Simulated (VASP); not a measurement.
A run of VASP 6.6.1 is set up as follows.

File INCAR:

```
ALGO     = Normal         # electronic algorithm
EDIFF    = 1E-8           # SCF threshold, eV
ENCUT    = 520            # plane-wave cutoff, eV
GGA      = PS             # functional
ISIF     = 2              # what is computed and relaxed
ISMEAR   = -1             # smearing method
LASPH    = T              # aspherical terms in the spheres
LCHARG   = F              # write CHGCAR
LEFG     = T            
LREAL    = F              # projectors in reciprocal space
LWAVE    = F              # write WAVECAR
NBANDS   = 16             # bands
NELM     = 100            # most SCF steps
PREC     = Accurate       # precision mode
SIGMA    = 0.02           # smearing width, eV
```

The input KPOINTS:

```
k-points
0
Gamma
  10 10 10
```

File POSCAR:

```
GaN
1.0
    0.0000000000      1.9518253216      1.9518253216
    1.9518253216      0.0000000000      1.9518253216
    1.9518253216      1.9518253216      0.0000000000
Ga N
1 1
Direct
    0.5000000000      0.5000000000      0.5000000000
    0.0000000000      0.0000000000      0.0000000000
```

Potentials or basis: VASP PAW PBE potentials, release 64 (Ga_d, N).

Command:

```bash
$ cat potpaw_PBE.64/Ga_d/POTCAR potpaw_PBE.64/N/POTCAR > POTCAR
$ mpirun -np 1 vasp_std > vasp.out
```

(1) Predict the pressure.

(2) Estimate the band gap on the k mesh.

Answers

(1) 92.5 GPa.

(2) 2.18 eV, indirect (least direct gap 5.75 eV).

Caveat: without QUAD_EFG the Cq values of the log hold for a quadrupole moment of 1 mb, not for the nuclei; the PAW data sets were made with another functional, which shifts forces and pressure a little.
